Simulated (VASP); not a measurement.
# Zn2InO (P-4m2) in VASP: a series of runs

Runs on Zn2InO. Level: PBE. Tasks: single point, relaxation of cell and atoms.

Program: VASP 6.6.1. These are calculated values, not measurements. Logs are shortened: lines on timing, memory, paths and dates and some standing lists are left out, and cuts for length are marked.

## (1) The cell of the first run

The structure is tetragonal, space group P-4m2 (No. 115). Conventional cell: a = 3.202 Å, b = 3.202 Å, c = 6.840 Å, α = 90.00°, β = 90.00°, γ = 90.00°. Zn (site symmetry 2mm) has 2 O at 2.00 Å within 2.6 Å. In (site symmetry -4m2) has 4 Zn at 2.74 Å and 4 In at 3.20 Å within 3.6 Å. Within 2.6 Å of O (site symmetry -4m2) lie 4 Zn at 2.00 Å.

The cell was generated, and may not be a known phase.

## (2) Single point, PBE

Input file INCAR:

```
SYSTEM = Zn2InO
PREC = Accurate
ENCUT = 520
EDIFF = 1E-6
ISMEAR = 0
SIGMA = 0.1
LREAL = .FALSE.
LASPH = .TRUE.
NELM = 100
ALGO = Normal
ISIF = 2
LWAVE = .FALSE.
LCHARG = .TRUE.
GGA = PE
LELF = .TRUE.
LVHAR = .TRUE.
NBANDS = 30
```

Input file KPOINTS:

```
Automatic mesh
0
G
  4 4 4
  0 0 0
```

Input file POSCAR:

```
Zn2InO
1.0
    3.2022355547      0.0000000000      0.0000000000
    0.0000000000      3.2022355547      0.0000000000
    0.0000000000      0.0000000000      6.8395381746
Zn In O
2 1 1
Direct
    0.5000000000      0.0000000000      0.8248372662
    0.0000000000      0.5000000000      0.1751627338
    0.5000000000      0.5000000000      0.5000000000
    0.0000000000      0.0000000000      0.0000000000
```

Potentials or basis: VASP PAW PBE potentials, release 64 (Zn, In_d, O).

On the command line:

```console
> cat potpaw_PBE.64/Zn/POTCAR potpaw_PBE.64/In_d/POTCAR potpaw_PBE.64/O/POTCAR > POTCAR
> mpirun -np 1 vasp_std > vasp.out
```

OUTCAR:

```text
SYSTEM = Zn2InO
   PREC = Accurate
   ENCUT = 520
   EDIFF = 1E-6
   ISMEAR = 0
   LREAL = .FALSE.
   LASPH = .TRUE.
   NELM = 100
   ISIF = 2
   GGA = PE

 ion  position               nearest neighbor table
   1  0.500  0.000  0.825-   4 2.00   4 2.00   3 2.74   3 2.74
   2  0.000  0.500  0.175-   4 2.00   4 2.00   3 2.74   3 2.74
   3  0.500  0.500  0.500-   1 2.74   2 2.74   1 2.74   2 2.74
   4  0.000  0.000  0.000-   1 2.00   2 2.00   2 2.00   1 2.00

  LATTYP: Found a simple tetragonal cell.
 ALAT       =     3.2022355547
 C/A-ratio  =     2.1358635421

  Lattice vectors:

 A1 = (   3.2022355547,   0.0000000000,   0.0000000000)
 A2 = (   0.0000000000,   3.2022355547,   0.0000000000)
 A3 = (   0.0000000000,   0.0000000000,   6.8395381746)

Analysis of symmetry for initial positions (statically):
=====================================================================
 Subroutine PRICEL returns:
 Original cell was already a primitive cell.

 Routine SETGRP: Setting up the symmetry group for a
 simple tetragonal supercell.

 Subroutine GETGRP returns: Found  8 space group operations
 (whereof  8 operations were pure point group operations)
 out of a pool of 16 trial point group operations.

The static configuration has the point symmetry D_2d.

Analysis of symmetry for dynamics (positions and initial velocities):
=====================================================================
 Subroutine PRICEL returns:
 Original cell was already a primitive cell.

 Routine SETGRP: Setting up the symmetry group for a
 simple tetragonal supercell.

 Subroutine GETGRP returns: Found  8 space group operations
 (whereof  8 operations were pure point group operations)
 out of a pool of 16 trial point group operations.

The dynamic configuration has the point symmetry D_2d.

 Subroutine INISYM returns: Found  8 space group operations
 (whereof  8 operations are pure point group operations),
 and found     1 'primitive' translations

----------------------------------------------------------------------------------------

                                     Primitive cell

  volume of cell :      70.1348

  direct lattice vectors                    reciprocal lattice vectors
     3.202235555  0.000000000  0.000000000     0.312281837  0.000000000  0.000000000
     0.000000000  3.202235555  0.000000000     0.000000000  0.312281837  0.000000000
     0.000000000  0.000000000  6.839538175     0.000000000  0.000000000  0.146208702

  length of vectors
     3.202235555  3.202235555  6.839538175     0.312281837  0.312281837  0.146208702

  position of ions in fractional coordinates (direct lattice)
     0.500000000  0.000000000  0.824837266
     0.000000000  0.500000000  0.175162734
     0.500000000  0.500000000  0.500000000
     0.000000000  0.000000000  0.000000000

  ion indices of the primitive-cell ions
   primitive index   ion index
                 1           1
                 2           2
                 3           3
                 4           4

----------------------------------------------------------------------------------------

 KPOINTS: Automatic mesh

Automatic generation of k-mesh.
 Grid dimensions read from file:
 generate k-points for:    4    4    4

 Generating k-lattice:

  Cartesian coordinates                     Fractional coordinates (reciprocal lattice)
     0.078070459  0.000000000  0.000000000     0.250000000  0.000000000  0.000000000
     0.000000000  0.078070459  0.000000000     0.000000000  0.250000000  0.000000000
     0.000000000  0.000000000  0.036552176     0.000000000  0.000000000  0.250000000

  Length of vectors
     0.078070459  0.078070459  0.036552176

  Shift w.r.t. Gamma in fractional coordinates (k-lattice)
     0.000000000  0.000000000  0.000000000

 Subroutine IBZKPT returns following result:
 ===========================================

 Found     18 irreducible k-points:

 Following reciprocal coordinates:
            Coordinates               Weight
  0.000000  0.000000  0.000000      1.000000
  0.250000  0.000000  0.000000      4.000000
  0.500000  0.000000  0.000000      2.000000
  0.250000  0.250000  0.000000      4.000000
  0.500000  0.250000  0.000000      4.000000
  0.500000  0.500000  0.000000      1.000000
[... 10 lines left out ...]
  0.500000  0.250000  0.500000      4.000000
  0.500000  0.500000  0.500000      1.000000
   k-points           NKPTS =     18   k-points in BZ     NKDIM =     18   number of bands    NBANDS=     30
   number of dos      NEDOS =    301   number of ions     NIONS =      4
   total plane-waves  NPLWV =  31104
   dimension x,y,z NGX =    24 NGY =   24 NGZ =   54
   dimension x,y,z NGXF=    48 NGYF=   48 NGZF=  108
   ions per type =               2   1   1
   NGX,Y,Z   is equivalent  to a cutoff of  12.46, 12.46, 13.13 a.u.
   NGXF,Y,Z  is equivalent  to a cutoff of  24.92, 24.92, 26.25 a.u.
 SYSTEM =  Zn2InO
   PREC   = accura    normal or accurate (medium, high low for compatibility)
   ISTART =      0    job   : 0-new  1-cont  2-samecut
   ICHARG =      2    charge: 1-file 2-atom 10-const
   ISPIN  =      1    spin polarized calculation?
   LNONCOLLINEAR =      F non collinear calculations
   LSORBIT =      F    spin-orbit coupling
   LASPH  =      T    aspherical Exc in radial PAW
   ENCUT  =  520.0 eV  38.22 Ry    6.18 a.u.   5.95  5.95 12.72*2*pi/ulx,y,z
   NELM   =    100;   NELMIN=  2; NELMDL= -5     # of ELM steps
   EDIFF  = 0.1E-05   stopping-criterion for ELM
   LREAL  =      F    real-space projection
   EDIFFG = 0.1E-04   stopping-criterion for IOM
   NSW    =      0    number of steps for IOM
   IBRION =     -1    ionic relax: 0-MD 1-quasi-New 2-CG
   NFREE  =      0    steps in history (QN), initial steepest desc. (CG)
   ISIF   =      2    stress and relaxation
   ISYM   =      2    0-nonsym 1-usesym 2-fastsym
   POTIM  = 0.5000    time-step for ionic-motion
   TEBEG  =    0.0;   TEEND  =   0.0 temperature during run
   PSTRESS=    0.0 pullay stress
   NELECT =      43.0000    total number of electrons
   NUPDOWN=      -1.0000    fix difference up-down
   EMIN   =  10.00;   EMAX   =-10.00  energy-range for DOS
   EFERMI =   0.00;   METHOD = LEGACY
   ISMEAR =     0;   SIGMA  =   0.10  broadening in eV -4-tet -1-fermi 0-gaus
   EFERMI_NEDOS =   21; number of points for ismear=-14 and -15
   IALGO  =     38    algorithm
   IMIX   =      4    mixing-type and parameters
     AMIX     =   0.40;   BMIX     =  1.00
     AMIX_MAG =   1.60;   BMIX_MAG =  1.00
  volume/ion in A,a.u.               =      17.53       118.32
  Fermi-wavevector in a.u.,A,eV,Ry     =   1.390763  2.628161 26.316694  1.934222
  Thomas-Fermi vector in A             =   2.514667
   LORBIT       =      0    0 simple, 1 ext, 2 COOP (PROOUT), +10 PAW based schemes
   GGA     = PE    functional components
   LHFCALC =     F    Hartree Fock is set to
   AEXX    =    0.0000 exact exchange contribution
   IVDW    =     0    specifies the selected vdW correction
   LEPSILON=     F    determine dielectric tensor
   LRPA    =     F    only Hartree local field effects (RPA)
 non-spin polarized calculation
 Gauss-broadening in eV      SIGMA  =   0.10
  energy-cutoff  :      520.00
  volume of cell :       70.13
 maximum number of plane-waves:      1908
 NGX is ok and might be reduce to    24
   NGX = 11   NGY = 11   NGZ = 25

 number of electron      43.0000053 magnetization

 Free energy of the ion-electron system (eV)
  ---------------------------------------------------
  ext. energy  EPLUGINS =         0.00000000
  ---------------------------------------------------
  free energy    TOTEN  =       -12.21937148 eV

  energy without entropy =      -12.21645929  energy(sigma->0) =      -12.21791539

 E-fermi :   4.5287     XC(G=0): -10.3868

 val. band max:        4.4776318388   @ k =   0.5000   0.5000   0.2500
 cond. band min:       4.5855018836   @ k =   0.0000   0.0000   0.2500
 fundamental gap:      0.1078700448
 Fermi energy:         4.5287113351

 k-point     1 :       0.0000    0.0000    0.0000
  band No.  band energies     occupation
      1     -15.1618      2.00000
      2     -10.8445      2.00000
      3     -10.5413      2.00000
      4     -10.3547      2.00000
      5     -10.3547      2.00000
      6     -10.3379      2.00000
[... 22 lines left out ...]
     29      13.4550      0.00000
     30      14.3410      0.00000

 k-point     2 :       0.2500    0.0000    0.0000
  band No.  band energies     occupation
      1     -15.0313      2.00000
      2     -10.7291      2.00000
      3     -10.4598      2.00000
      4     -10.4427      2.00000
      5     -10.4060      2.00000
      6     -10.3462      2.00000
[... 22 lines left out ...]
     29      14.2144      0.00000
     30      14.4354      0.00000

 k-point     3 :       0.5000    0.0000    0.0000
  band No.  band energies     occupation
      1     -14.8952      2.00000
      2     -10.6653      2.00000
      3     -10.5558      2.00000
      4     -10.4729      2.00000
      5     -10.3377      2.00000
      6     -10.3003      2.00000
[... 22 lines left out ...]
     29      14.9479      0.00000
     30      15.8665      0.00000

 k-point     4 :       0.2500    0.2500    0.0000
  band No.  band energies     occupation
      1     -14.9112      2.00000
      2     -10.5425      2.00000
      3     -10.4941      2.00000
      4     -10.4473      2.00000
      5     -10.4389      2.00000
      6     -10.4121      2.00000
[... 418 lines left out ...]
     29      13.8647      0.00000
     30      14.2339      0.00000

 k-point    17 :       0.5000    0.2500    0.5000
  band No.  band energies     occupation
      1     -14.7865      2.00000
      2     -10.5767      2.00000
      3     -10.5388      2.00000
      4     -10.4548      2.00000
      5     -10.4275      2.00000
      6     -10.2815      2.00000
[... 22 lines left out ...]
     29      12.0478      0.00000
     30      12.8090      0.00000

 k-point    18 :       0.5000    0.5000    0.5000
  band No.  band energies     occupation
      1     -14.6738      2.00000
      2     -10.6763      2.00000
      3     -10.5232      2.00000
      4     -10.5232      2.00000
      5     -10.3054      2.00000
      6     -10.1900      2.00000
[... 22 lines left out ...]
     29      10.8654      0.00000
     30      12.0953      0.00000

------------------------ aborting loop because EDIFF is reached ----------------------------------------

  FORCE on cell =-STRESS in cart. coord.  units (eV):
  Direction    XX          YY          ZZ          XY          YZ          ZX
  --------------------------------------------------------------------------------------
  -------------------------------------------------------------------------------------
  Total        0.1468111      0.1468111      0.3276140      0.0000000      0.0000000      0.0000000
  in kB        3.3537922      3.3537922      7.4841020      0.0000000      0.0000000      0.0000000
  external PRESSURE =       4.7305621 kB  Pullay stress =       0.0000000 kB

 VOLUME and BASIS-vectors are now :
 -----------------------------------------------------------------------------
  energy-cutoff  :      520.00
  volume of cell :       70.13
      direct lattice vectors                 reciprocal lattice vectors
     3.202235555  0.000000000  0.000000000     0.312281837  0.000000000  0.000000000
     0.000000000  3.202235555  0.000000000     0.000000000  0.312281837  0.000000000
     0.000000000  0.000000000  6.839538175     0.000000000  0.000000000  0.146208702

 POSITION                                       TOTAL-FORCE (eV/Angst)
 -----------------------------------------------------------------------------------
      1.60112      0.00000      5.64151        -0.000000     -0.000000     -0.055800
      0.00000      1.60112      1.19803        -0.000000     -0.000000      0.055800
      1.60112      1.60112      3.41977        -0.000000      0.000000     -0.000000
      0.00000      0.00000      0.00000         0.000000     -0.000000     -0.000000
 -----------------------------------------------------------------------------------
    total drift:                                0.000000      0.000000      0.000000

  FREE ENERGIE OF THE ION-ELECTRON SYSTEM (eV)
  ---------------------------------------------------
  free  energy   TOTEN  =       -12.2193714774 eV

  energy  without entropy=      -12.2164592934  energy(sigma->0) =      -12.21791539
```

Wall time 21 s (1 thread of AMD EPYC 9R45 (Zen 5), shared host); peak memory 0.16 GiB.

Results:

| Item | Value |
| --- | --- |
| Free energy | -12.2194 eV |
| Pressure | 0.5 GPa |
| Largest force | 0.056 eV/Å |
| Band gap on the k mesh | zero (an odd number of electrons rules out a gap without spin polarisation) |

Forces on the atoms (eV/Å):
```
Zn   0.000  0.000 -0.056
Zn   0.000  0.000  0.056
In   0.000  0.000  0.000
O    0.000  0.000  0.000
```

Caveat: the k points lie up to 0.49 Å⁻¹ apart, too coarse for converged energies and pressures of a metal; spin-orbit coupling is left out, which moves the levels of the heavy elements.

## (3) Single point, PBE

This run uses another cell than the first one, of 19.60 Å³/atom.

Input file INCAR:

```
PREC = Accurate
ENCUT = 520
EDIFF = 1E-6
ISMEAR = 0
SIGMA = 0.1
LREAL = F
LASPH = T
NELM = 60
ALGO = Normal
ISIF = 2
LWAVE = F
LCHARG = F
GGA = PE
NBANDS = 30
```

Input file KPOINTS:

```
regular mesh
0
Gamma
  4 4 4
```

Input file POSCAR:

```
Zn2InO
1.0
    4.1289917100      0.0000000000      0.0000000000
    0.0000000000      4.1289917100      0.0000000000
    0.0000000000      0.0000000000      4.5980106000
Zn In O
2 1 1
Direct
    0.5000000000      0.0000000000      0.6569881400
    0.0000000000      0.5000000000      0.3430118600
    0.5000000000      0.5000000000      0.5000000000
    0.0000000000      0.0000000000      0.0000000000
```

Potentials or basis: VASP PAW PBE potentials, release 64 (Zn, In_d, O).

On the command line:

```console
> cat potpaw_PBE.64/Zn/POTCAR potpaw_PBE.64/In_d/POTCAR potpaw_PBE.64/O/POTCAR > POTCAR
> mpirun -np 1 vasp_std > vasp.out
```

OUTCAR:

```text
PREC = Accurate
   ENCUT = 520
   EDIFF = 1E-6
   ISMEAR = 0
   LREAL = F
   LASPH = T
   NELM = 60
   ISIF = 2
   GGA = PE

 ion  position               nearest neighbor table
   1  0.500  0.000  0.657-   3 2.19   3 2.19
   2  0.000  0.500  0.343-   3 2.19   3 2.19
   3  0.500  0.500  0.500-   1 2.19   2 2.19   1 2.19   2 2.19
   4  0.000  0.000  0.000-

  LATTYP: Found a simple tetragonal cell.
[... 783 lines left out ...]

  FORCE on cell =-STRESS in cart. coord.  units (eV):
  Direction    XX          YY          ZZ          XY          YZ          ZX
  --------------------------------------------------------------------------------------
  -------------------------------------------------------------------------------------
  Total       15.8746941     15.8746941      0.1583997      0.0000000      0.0000000     -0.0000000
  in kB      324.4576049    324.4576049      3.2374784      0.0000000      0.0000000     -0.0000000
  external PRESSURE =     217.3842294 kB  Pullay stress =       0.0000000 kB

 VOLUME and BASIS-vectors are now :
 -----------------------------------------------------------------------------
  energy-cutoff  :      520.00
  volume of cell :       78.39
      direct lattice vectors                 reciprocal lattice vectors
     4.128991710  0.000000000  0.000000000     0.242189878  0.000000000  0.000000000
     0.000000000  4.128991710  0.000000000     0.000000000  0.242189878  0.000000000
     0.000000000  0.000000000  4.598010600     0.000000000  0.000000000  0.217485362

 POSITION                                       TOTAL-FORCE (eV/Angst)
 -----------------------------------------------------------------------------------
      2.06450      0.00000      3.02084         0.000000      0.000000      4.260376
      0.00000      2.06450      1.57717        -0.000000      0.000000     -4.260376
      2.06450      2.06450      2.29901        -0.000000     -0.000000      0.000000
      0.00000      0.00000      0.00000        -0.000000      0.000000      0.000000
 -----------------------------------------------------------------------------------
    total drift:                                0.000000      0.000000     -0.000000

  FREE ENERGIE OF THE ION-ELECTRON SYSTEM (eV)
  ---------------------------------------------------
  free  energy   TOTEN  =        -5.2108765407 eV

  energy  without entropy=       -5.2043906259  energy(sigma->0) =       -5.20763358
```

It took 25 s on 1 thread of AMD EPYC 9R45 (Zen 5), shared host; peak memory 0.17 GiB.

Results:

```yaml
Free_energy: -5.2109 eV
Pressure: 21.7 GPa
Largest_force: 4.260 eV/Å
Band_gap_on_the_k_mesh: zero (an odd number of electrons rules out a gap without spin polarisation)
```

Forces on the atoms (eV/Å):
```
Zn   0.000  0.000  4.260
Zn   0.000  0.000 -4.260
In   0.000  0.000  0.000
O    0.000  0.000  0.000
```

Stress tensor (GPa, compression positive):
```
32.45  0.00  0.00
 0.00 32.45  0.00
 0.00  0.00  0.32
```

Levels at points of the mesh, in eV from the Fermi level:
| k point | band 17 | band 18 | band 19 | band 20 | band 21 | band 22 | band 23 | band 24 | band 25 | band 26 |
| --- | --- | --- | --- | --- | --- | --- | --- | --- | --- | --- |
| (0.00, 0.00, 0.00) | -6.56 | -2.34 | -1.64 | -1.64 | 1.12 | 1.24 | 1.24 | 3.39 | 3.78 | 5.63 |
| (0.50, 0.00, 0.00) | -6.28 | -4.14 | -1.48 | -1.32 | -1.14 | 1.05 | 1.52 | 4.69 | 5.12 | 6.51 |
| (0.50, 0.50, 0.00) | -5.35 | -3.98 | -3.98 | -1.30 | -0.48 | -0.48 | 1.61 | 2.24 | 5.37 | 5.37 |
| (0.00, 0.00, 0.50) | -6.67 | -2.05 | -1.12 | -1.12 | -0.84 | 0.66 | 0.66 | 3.65 | 5.23 | 6.43 |
| (0.50, 0.00, 0.50) | -5.83 | -4.66 | -3.01 | -1.04 | -0.28 | 1.10 | 1.82 | 2.38 | 5.73 | 6.05 |
| (0.50, 0.50, 0.50) | -4.91 | -3.38 | -3.38 | -2.14 | -1.63 | -1.63 | 0.24 | 3.53 | 4.78 | 4.78 |

Caveat: the k points lie up to 0.38 Å⁻¹ apart, too coarse for converged energies and pressures of a metal; spin-orbit coupling is left out, which moves the levels of the heavy elements; forces of over 1 eV/Å act on the atoms, so gaps and moduli don't describe the material at rest.

(Part 1 of 2 ends here.)

The gap in the log of VASP goes by the Fermi energy; the results here count the filled bands.